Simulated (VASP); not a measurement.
# NaVS2 (R-3m) in VASP: a series of runs

NaVS2 is run at these levels: LDA; tasks: single point.

Everything below comes from runs of VASP 6.6.1. Logs are shortened: lines on timing, memory, paths and dates and some standing lists are left out, and cuts for length are marked.

## Step 1: The cell of the first run

Symmetry: R-3m, No. 166, trigonal system. The conventional cell has a = 3.195 Å, b = 3.195 Å, c = 17.210 Å, α = 90.00°, β = 90.00°, γ = 120.00°. Na (site symmetry -3m) has 6 S at 2.50 Å and 6 Na at 3.20 Å and 6 V at 3.41 Å within 3.5 Å. V (site symmetry -3m) has 6 S at 2.19 Å within 2.9 Å. S (site symmetry 3m) has 3 V at 2.19 Å and 3 Na at 2.50 Å and 9 S at 3.01 to 3.20 Å within 3.2 Å.

## Step 2: Single point, LDA (12.68 Å³/atom)

INCAR

```
PREC = Accurate
ENCUT = 520
EDIFF = 1E-6
ISMEAR = -1
SIGMA = 0.03
LREAL = F
LASPH = T
NELM = 60
ALGO = Normal
ISIF = 2
LWAVE = F
LCHARG = F
GGA = CA
NBANDS = 24
```

KPOINTS

```
Automatic mesh
0
Gamma
  11 11 11
```

POSCAR

```
NaVS2
1.0
    1.5976065675      0.9223785818      5.7367963217
   -1.5976065675      0.9223785818      5.7367963217
    0.0000000000     -1.8447571636      5.7367963217
Na V S
1 1 2
Direct
    0.5000000000      0.5000000000      0.5000000000
    0.0000000000      0.0000000000      0.0000000000
    0.2643788700      0.2643788700      0.2643788700
    0.7356211300      0.7356211300      0.7356211300
```

Potentials or basis: VASP PAW LDA potentials, release 64 (Na_pv, V_sv, S).

Launch:

```
> cat potpaw_LDA.64/Na_pv/POTCAR potpaw_LDA.64/V_sv/POTCAR potpaw_LDA.64/S/POTCAR > POTCAR
> mpirun -np 1 vasp_std > vasp.out
```

OUTCAR:

```text
PREC = Accurate
   ENCUT = 520
   EDIFF = 1E-6
   ISMEAR = -1
   LREAL = F
   LASPH = T
   NELM = 60
   ISIF = 2
   GGA = CA

 ion  position               nearest neighbor table
   1  0.500  0.500  0.500-   3 2.50   4 2.50   3 2.50   3 2.50   4 2.50   4 2.50
   2  0.000  0.000  0.000-   4 2.19   3 2.19   4 2.19   4 2.19   3 2.19   3 2.19
   3  0.264  0.264  0.264-   2 2.19   2 2.19   2 2.19   1 2.50   1 2.50   1 2.50
   4  0.736  0.736  0.736-   2 2.19   2 2.19   2 2.19   1 2.50   1 2.50   1 2.50

  LATTYP: Found a trigonal (rhomboedric) cell.
 ALAT       =     6.0261066228
 COS(alpha) =     0.8594288989

  Lattice vectors:

 A1 = (   1.5976065675,   0.9223785818,   5.7367963217)
 A2 = (  -1.5976065675,   0.9223785818,   5.7367963217)
 A3 = (   0.0000000000,  -1.8447571636,   5.7367963217)

Analysis of symmetry for initial positions (statically):
=====================================================================
 Subroutine PRICEL returns:
 Original cell was already a primitive cell.

 Routine SETGRP: Setting up the symmetry group for a
 trigonal (rhombohedral) supercell.

 Subroutine GETGRP returns: Found 12 space group operations
 (whereof 12 operations were pure point group operations)
 out of a pool of 12 trial point group operations.

The static configuration has the point symmetry D_3d.

Analysis of symmetry for dynamics (positions and initial velocities):
=====================================================================
 Subroutine PRICEL returns:
 Original cell was already a primitive cell.

 Routine SETGRP: Setting up the symmetry group for a
 trigonal (rhombohedral) supercell.

 Subroutine GETGRP returns: Found 12 space group operations
 (whereof 12 operations were pure point group operations)
 out of a pool of 12 trial point group operations.

The dynamic configuration has the point symmetry D_3d.

 Subroutine INISYM returns: Found 12 space group operations
 (whereof 12 operations are pure point group operations),
 and found     1 'primitive' translations

----------------------------------------------------------------------------------------

                                     Primitive cell

  volume of cell :      50.7224

  direct lattice vectors                    reciprocal lattice vectors
     1.597606567  0.922378582  5.736796322     0.312968168  0.180692256  0.058104439
    -1.597606567  0.922378582  5.736796322    -0.312968168  0.180692256  0.058104439
     0.000000000 -1.844757164  5.736796322     0.000000000 -0.361384512  0.058104439

  length of vectors
     6.026106623  6.026106623  6.026106623     0.366025807  0.366025807  0.366025807

  position of ions in fractional coordinates (direct lattice)
     0.500000000  0.500000000  0.500000000
     0.000000000  0.000000000  0.000000000
     0.264378870  0.264378870  0.264378870
     0.735621130  0.735621130  0.735621130

  ion indices of the primitive-cell ions
   primitive index   ion index
                 1           1
                 2           2
                 3           3
                 4           4

----------------------------------------------------------------------------------------

 KPOINTS: Automatic mesh

Automatic generation of k-mesh.
 Grid dimensions read from file:
 generate k-points for:   11   11   11

 Generating k-lattice:

  Cartesian coordinates                     Fractional coordinates (reciprocal lattice)
     0.028451652  0.016426569  0.005282222     0.090909091  0.000000000  0.000000000
    -0.028451652  0.016426569  0.005282222     0.000000000  0.090909091  0.000000000
     0.000000000 -0.032853137  0.005282222     0.000000000  0.000000000  0.090909091

  Length of vectors
     0.033275073  0.033275073  0.033275073

  Shift w.r.t. Gamma in fractional coordinates (k-lattice)
     0.000000000  0.000000000  0.000000000

 Subroutine IBZKPT returns following result:
 ===========================================

 Found    146 irreducible k-points:

 Following reciprocal coordinates:
            Coordinates               Weight
  0.000000  0.000000  0.000000      1.000000
  0.090909  0.000000 -0.000000      6.000000
  0.181818  0.000000 -0.000000      6.000000
  0.272727  0.000000  0.000000      6.000000
  0.363636  0.000000 -0.000000      6.000000
  0.454545  0.000000  0.000000      6.000000
[... 16 lines left out ...]
 -0.272727  0.181818 -0.000000     12.000000
 -0.181818  0.181818  0.000000      6.000000
 [... further k-points ...]
   k-points           NKPTS =    146   k-points in BZ     NKDIM =    146   number of bands    NBANDS=     24
   number of dos      NEDOS =    301   number of ions     NIONS =      4
   total plane-waves  NPLWV = 110592
   dimension x,y,z NGX =    48 NGY =   48 NGZ =   48
   dimension x,y,z NGXF=    96 NGYF=   96 NGZF=   96
   ions per type =               1   1   2
   NGX,Y,Z   is equivalent  to a cutoff of  13.24, 13.24, 13.24 a.u.
   NGXF,Y,Z  is equivalent  to a cutoff of  26.48, 26.48, 26.48 a.u.
 SYSTEM =  unknown system
   PREC   = accura    normal or accurate (medium, high low for compatibility)
   ISTART =      0    job   : 0-new  1-cont  2-samecut
   ICHARG =      2    charge: 1-file 2-atom 10-const
   ISPIN  =      1    spin polarized calculation?
   LNONCOLLINEAR =      F non collinear calculations
   LSORBIT =      F    spin-orbit coupling
   LASPH  =      T    aspherical Exc in radial PAW
   ENCUT  =  520.0 eV  38.22 Ry    6.18 a.u.  11.20 11.20 11.20*2*pi/ulx,y,z
   NELM   =     60;   NELMIN=  2; NELMDL= -5     # of ELM steps
   EDIFF  = 0.1E-05   stopping-criterion for ELM
   LREAL  =      F    real-space projection
   EDIFFG = 0.1E-04   stopping-criterion for IOM
   NSW    =      0    number of steps for IOM
   IBRION =     -1    ionic relax: 0-MD 1-quasi-New 2-CG
   NFREE  =      0    steps in history (QN), initial steepest desc. (CG)
   ISIF   =      2    stress and relaxation
   ISYM   =      2    0-nonsym 1-usesym 2-fastsym
   POTIM  = 0.5000    time-step for ionic-motion
   TEBEG  =    0.0;   TEEND  =   0.0 temperature during run
   PSTRESS=    0.0 pullay stress
   NELECT =      32.0000    total number of electrons
   NUPDOWN=      -1.0000    fix difference up-down
   EMIN   =  10.00;   EMAX   =-10.00  energy-range for DOS
   EFERMI =   0.00;   METHOD = LEGACY
   ISMEAR =    -1;   SIGMA  =   0.03  broadening in eV -4-tet -1-fermi 0-gaus
   EFERMI_NEDOS =   21; number of points for ismear=-14 and -15
   IALGO  =     38    algorithm
   IMIX   =      4    mixing-type and parameters
     AMIX     =   0.40;   BMIX     =  1.00
     AMIX_MAG =   1.60;   BMIX_MAG =  1.00
  volume/ion in A,a.u.               =      12.68        85.57
  Fermi-wavevector in a.u.,A,eV,Ry     =   1.404079  2.653325 26.823045  1.971438
  Thomas-Fermi vector in A             =   2.526677
   LORBIT       =      0    0 simple, 1 ext, 2 COOP (PROOUT), +10 PAW based schemes
   GGA     = CA    functional components
   LHFCALC =     F    Hartree Fock is set to
   AEXX    =    0.0000 exact exchange contribution
   IVDW    =     0    specifies the selected vdW correction
   LEPSILON=     F    determine dielectric tensor
   LRPA    =     F    only Hartree local field effects (RPA)
 non-spin polarized calculation
  energy-cutoff  :      520.00
  volume of cell :       50.72
 maximum number of plane-waves:      1383
 NGX is ok and might be reduce to    48
   NGX = 23   NGY = 23   NGZ = 23

 number of electron      31.9999997 magnetization

 Free energy of the ion-electron system (eV)
  ---------------------------------------------------
  ext. energy  EPLUGINS =         0.00000000
  ---------------------------------------------------
  free energy    TOTEN  =       -23.61284597 eV

  energy without entropy =      -23.60837596  energy(sigma->0) =      -23.61061097

 E-fermi :   9.2227     XC(G=0): -12.0114

 val. band max:        9.2167303489   @ k =  -0.1818   0.4545   0.0909
 cond. band min:       9.2311080666   @ k =   0.3636   0.2727   0.2727
 fundamental gap:      0.0143777177
 Fermi energy:         9.2226607533

 k-point     1 :       0.0000    0.0000    0.0000
  band No.  band energies     occupation
      1     -54.5779      2.00000
      2     -29.0216      2.00000
      3     -29.0216      2.00000
      4     -28.7260      2.00000
      5     -14.8602      2.00000
      6     -14.6745      2.00000
[... 16 lines left out ...]
     23      17.5847      0.00000
     24      17.5847      0.00000

 k-point     2 :       0.0909    0.0000   -0.0000
  band No.  band energies     occupation
      1     -54.5764      2.00000
      2     -29.0374      2.00000
      3     -29.0251      2.00000
      4     -28.7229      2.00000
      5     -14.8555      2.00000
      6     -14.6900      2.00000
[... 16 lines left out ...]
     23      17.3084      0.00000
     24      18.0479      0.00000

 k-point     3 :       0.1818    0.0000   -0.0000
  band No.  band energies     occupation
      1     -54.5722      2.00000
      2     -29.0798      2.00000
      3     -29.0346      2.00000
      4     -28.7146      2.00000
      5     -14.8427      2.00000
      6     -14.7309      2.00000
[... 16 lines left out ...]
     23      17.5004      0.00000
     24      18.0192      0.00000

 k-point     4 :       0.2727    0.0000    0.0000
  band No.  band energies     occupation
      1     -54.5668      2.00000
      2     -29.1347      2.00000
      3     -29.0469      2.00000
      4     -28.7038      2.00000
      5     -14.8263      2.00000
      6     -14.7829      2.00000
[... 16 lines left out ...]
     23      16.9675      0.00000
     24      18.3825      0.00000

 k-point     5 :       0.3636    0.0000   -0.0000
  band No.  band energies     occupation
      1     -54.5618      2.00000
      2     -29.1847      2.00000
      3     -29.0583      2.00000
      4     -28.6938      2.00000
      5     -14.8323      2.00000
      6     -14.8084      2.00000
[... 451 lines left out ...]
 k-point    22 :      -0.3636    0.1818   -0.0000
  band No.  band energies     occupation
      1     -54.5575      2.00000
      2     -29.1957      2.00000
      3     -29.1006      2.00000
      4     -28.6852      2.00000
      5     -14.8397      2.00000
      6     -14.7962      2.00000
[... 16 lines left out ...]
     23      17.4958      0.00000
     24      18.1493      0.00000

 k-point    23 :      -0.2727    0.1818   -0.0000
  band No.  band energies     occupation
      1     -54.5600      2.00000
      2     -29.1786      2.00000
      3     -29.0872      2.00000
      4     -28.6902      2.00000
      5     -14.8241      2.00000
      6     -14.8042      2.00000
[... 16 lines left out ...]
     23      17.6482      0.00000
     24      18.1506      0.00000

 k-point    24 :      -0.1818    0.1818    0.0000
  band No.  band energies     occupation
      1     -54.5642      2.00000
      2     -29.1481      2.00000
      3     -29.0661      2.00000
      4     -28.6986      2.00000
      5     -14.8176      2.00000
      6     -14.7957      2.00000
[... 16 lines left out ...]
     23      17.4844      0.00000
     24      18.0313      0.00000

 [... further k-points ...]
[... 5 lines left out ...]
  --------------------------------------------------------------------------------------
  -------------------------------------------------------------------------------------
  Total       10.7488607     10.7488607     14.7461008     -0.0000000      0.0000000      0.0000000
  in kB      339.5261952    339.5261952    465.7877377     -0.0000000      0.0000000      0.0000000
  external PRESSURE =     381.6133760 kB  Pullay stress =       0.0000000 kB

 VOLUME and BASIS-vectors are now :
 -----------------------------------------------------------------------------
  energy-cutoff  :      520.00
  volume of cell :       50.72
      direct lattice vectors                 reciprocal lattice vectors
     1.597606567  0.922378582  5.736796322     0.312968168  0.180692256  0.058104439
    -1.597606567  0.922378582  5.736796322    -0.312968168  0.180692256  0.058104439
     0.000000000 -1.844757164  5.736796322     0.000000000 -0.361384512  0.058104439

 POSITION                                       TOTAL-FORCE (eV/Angst)
 -----------------------------------------------------------------------------------
      0.00000      0.00000      8.60519         0.000000     -0.000000      0.000000
      0.00000      0.00000      0.00000         0.000000     -0.000000     -0.000000
      0.00000      0.00000      4.55006         0.000000      0.000000     -2.936144
      0.00000      0.00000     12.66033         0.000000     -0.000000      2.936144
 -----------------------------------------------------------------------------------
    total drift:                               -0.000000     -0.000000     -0.000000

  FREE ENERGIE OF THE ION-ELECTRON SYSTEM (eV)
  ---------------------------------------------------
  free  energy   TOTEN  =       -23.6128459685 eV

  energy  without entropy=      -23.6083759621  energy(sigma->0) =      -23.61061097
```

It took 3.4 min on 1 thread of Intel Xeon 6975P-C (Granite Rapids), shared host; peak memory 0.37 GiB.

What came out:

```
Free energy            : -23.6128 eV
Pressure               : 38.2 GPa
Largest force          : 2.936 eV/Å
Band gap on the k mesh : zero (bands 16 and 17 overlap by 0.85 eV)
```

Forces on the atoms (eV/Å):
```
Na   0.000  0.000  0.000
V    0.000  0.000  0.000
S    0.000  0.000 -2.936
S    0.000  0.000  2.936
```

Caveat: the cell stands under pressure; the run has no spin polarisation, though such a crystal can be magnetic; forces of over 1 eV/Å act on the atoms, so gaps and moduli don't describe the material at rest.

[end of part 1 of 3]
